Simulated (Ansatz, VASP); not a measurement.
PtSe2: VASP beside Ansatz

```xyz
6
Lattice="3.7070 0.0000 0.0000 -1.8535 3.2104 0.0000 0.0000 0.0000 22.7982" Properties=species:S:1:pos:R:3 pbc="T T T"
Se    1.8535    1.0701    4.5000
Se    0.0000    2.1403    7.1491
Se    1.2357    3.2104   10.4591
Se   -0.6178    4.2805   13.1082
Pt    0.0000    0.0000    5.8245
Pt   -0.6178    2.1403   11.7836
```

Alike in both runs: task single point; functional PBE; dispersion D3(BJ); k mesh 9 × 9 × 1; occupations gaussian, width 0.05 eV; no spin polarisation.

|  | VASP | Ansatz |
| --- | --- | --- |
| version | VASP 6.6.1 | Ansatz 0.2.0 |
| potentials or method | VASP PAW PBE potentials, release 64 (Se, Pt), cutoff 520 eV | scalar-relativistic, plane waves, PAW |
| valence electrons in the cell | 44 | 100 |

```tsv
	VASP	Ansatz	Ansatz less VASP
gap on the k mesh at the Fermi level (eV)	0.88	0.89	+0.007
least direct gap on the mesh (eV)	1.11	1.12	+0.009
rms of the force components (eV/Å)	0.031	0.031	+0.0001
```

VASP's potentials hold 44 valence electrons a cell and Ansatz's 100, so a difference there can come from the potentials and not from the codes.

Neither program's run includes spin-orbit coupling.
